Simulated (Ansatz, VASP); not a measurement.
**SnO in VASP and in Ansatz**

The input POSCAR:

```
SnO
1.0
    0.0000000000      2.7082147278      2.7082147278
    2.7082147278      0.0000000000      2.7082147278
    2.7082147278      2.7082147278      0.0000000000
Sn O
1 1
Direct
    0.0000000000      0.0000000000      0.0000000000
    0.2500000000      0.2500000000      0.2500000000
```

INCAR.step1

```
PREC = Accurate
ENCUT = 520
EDIFF = 1E-5
ISMEAR = -1
SIGMA = 0.02
LREAL = False
LASPH = True
NELM = 120
ALGO = Normal
ISIF = 2
LWAVE = True
LCHARG = False
NBANDS = 17
GGA = PE
GGA_COMPAT = False
```

The input INCAR.step2:

```
PREC = Accurate
ENCUT = 520
EDIFF = 1E-6
ISMEAR = -1
SIGMA = 0.02
LREAL = False
LASPH = True
NELM = 120
ALGO = Normal
ISIF = 2
LWAVE = False
LCHARG = False
GGA = PE
LHFCALC = True
HFSCREEN = 0.2079
PRECFOCK = Normal
NBANDS = 17
ISTART = 1
GGA_COMPAT = False
```

KPOINTS

```
Automatic mesh
0
Gamma
  4 4 4
```

Input for Ansatz:

```yaml
crystal:
  lattice:
    - [0.0, 2.7082147278, 2.7082147278]
    - [2.7082147278, 0.0, 2.7082147278]
    - [2.7082147278, 2.7082147278, 0.0]
  atoms:
    - { symbol: Sn, position: [0.0, 0.0, 0.0] }
    - { symbol: O, position: [0.25, 0.25, 0.25] }
kpoints:
  mp_grid: { grid: [4, 4, 4] }
hamiltonian:
  xc: hse06
scf:
  occupations: { method: fermi_dirac, width: 0.02 }
  n_extra_bands: 4
output:
  forces: true
  stress: true
  eigenvalues: true
```

Alike in both runs: task single point; functional HSE06; k mesh 4 × 4 × 4; occupations fermi-dirac, width 0.02 eV; no spin polarisation.

|  | VASP | Ansatz |
| --- | --- | --- |
| version | VASP 6.6.1 | Ansatz 0.2.0 |
| potentials or method | VASP PAW PBE potentials, release 64 (Sn_d, O) | plane waves, PAW |
| plane-wave cutoff (eV) | 520 | 420 |
| valence electrons in the cell | 20 | 20 |

Ansatz gave:

* pressure (GPa): -0.8

Task: What did VASP give for the same quantities?

Result: Pressure (GPa): -0.7.

Ansatz's warnings: filled band counts differ across k points, stress exchange threshold loose, stress scf threshold loose.

The k mesh is coarse, so the values compare programs but aren't converged.
